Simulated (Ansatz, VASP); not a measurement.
## One calculation of Be2Sn, two programs

The input POSCAR:

```
Be2Sn
1.0
    0.0000000000      2.9015655576      2.9015655576
    2.9015655576      0.0000000000      2.9015655576
    2.9015655576      2.9015655576      0.0000000000
Sn Be
1 2
Direct
    0.0000000000      0.0000000000      0.0000000000
    0.2500000000      0.2500000000      0.2500000000
    0.7500000000      0.7500000000      0.7500000000
```

Contents of INCAR.step1:

```
SYSTEM = Be2Sn
PREC = Accurate ; ENCUT = 520
EDIFF = 1E-5 ; ISMEAR = -1
SIGMA = 0.02 ; LREAL = .FALSE.
LASPH = .TRUE. ; NELM = 100
ALGO = Normal ; ISIF = 2
LWAVE = .TRUE. ; LCHARG = .FALSE.
GGA = PE ; NBANDS = 16
```

File INCAR.step2:

```
SYSTEM = Be2Sn
PREC = Accurate ; ENCUT = 520
EDIFF = 1E-6 ; ISMEAR = -1
SIGMA = 0.02 ; LREAL = .FALSE.
LASPH = .TRUE. ; NELM = 100
ALGO = Normal ; ISIF = 2
LWAVE = .FALSE. ; LCHARG = .FALSE.
GGA = PE ; LHFCALC = .TRUE.
HFSCREEN = 0.2079 ; PRECFOCK = Normal
ISTART = 1 ; NBANDS = 16
```

File KPOINTS:

```
Automatic mesh
0
G
  4 4 4
  0 0 0
```

Input for Ansatz:

```yaml
crystal:
  lattice:
    - [0.0, 2.9015655576, 2.9015655576]
    - [2.9015655576, 0.0, 2.9015655576]
    - [2.9015655576, 2.9015655576, 0.0]
  atoms:
    - { symbol: Sn, position: [0.0, 0.0, 0.0] }
    - { symbol: Be, position: [0.25, 0.25, 0.25] }
    - { symbol: Be, position: [0.75, 0.75, 0.75] }
kpoints:
  mp_grid: { grid: [4, 4, 4] }
hamiltonian:
  xc: hse06
scf:
  occupations: { method: fermi_dirac, width: 0.02 }
  n_extra_bands: 4
output:
  forces: true
  stress: true
  eigenvalues: true
```

Alike in both runs: task single point; functional HSE06; k mesh 4 × 4 × 4; occupations fermi-dirac, width 0.02 eV; no spin polarisation.

|  | VASP | Ansatz |
| --- | --- | --- |
| version | VASP 6.6.1 | Ansatz 0.2.0 |
| potentials or method | VASP PAW PBE potentials, release 64 (Sn_d, Be) | plane waves, PAW |
| plane-wave cutoff (eV) | 520 | 420 |
| valence electrons in the cell | 18 | 18 |

Ansatz gave:

* pressure (GPa): -0.9

Q: Which values does VASP return?

A: Pressure (GPa): -1.1.

Ansatz's warnings: filled band counts differ across k points, stress exchange threshold loose, stress scf threshold loose.

The k mesh is coarse, so the values compare programs but aren't converged.
